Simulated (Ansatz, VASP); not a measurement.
**MnVC4N4: VASP beside Ansatz**

```
Mn V C N
1.0
     5.90860    0.00000    0.00000
     0.00000    5.90860    0.00000
     0.00000    0.00000    5.90860
Mn V C N
1 1 4 4
Cartesian
  2.9543 2.9543 2.9543
  0.0000 0.0000 0.0000
  1.1068 1.1068 1.1068
  1.1068 4.8018 4.8018
  4.8018 1.1068 4.8018
  4.8018 4.8018 1.1068
  1.7823 1.7823 1.7823
  1.7823 4.1263 4.1263
  4.1263 1.7823 4.1263
  4.1263 4.1263 1.7823
```

Alike in both runs: task single point; functional PBE; k mesh 4 × 4 × 4; occupations gaussian, width 0.1 eV; collinear spin.

|  | VASP | Ansatz |
| --- | --- | --- |
| version | VASP 6.6.1 | Ansatz 0.2.0 |
| potentials or method | VASP PAW PBE potentials, release 64 (Mn_pv, V_sv, C, N), cutoff 520 eV | scalar-relativistic, plane waves, PAW |
| valence electrons in the cell | 62 | 64 |

|  | VASP | Ansatz | Ansatz less VASP |
| --- | --- | --- | --- |
| gap on the k mesh at the Fermi level (eV) | none | none | - |
| pressure (GPa) | 3.9 | 3.8 | -0.03 |
| rms of the force components (eV/Å) | 0.709 | 0.466 | -0.2428 |
| net moment per atom (μB) | 0.20 | 0.60 | +0.400 |
| size of the moment on the site where the two differ most (μB) | 1.70 | 0.75 | -0.946 |

The net moments are unlike, so the other rows may belong to different states. Site moments also hang on the region over which each program counts them. Atom by atom the forces differ by 0.301 eV/Å (rms over components). A gap of «none» marks a metal or a gap that the smearing closes. VASP's potentials hold 62 valence electrons a cell and Ansatz's 64, so a difference there can come from the potentials and not from the codes.

Noted on VASP's run: the standard files for N, O and F lose accuracy on very short bonds.
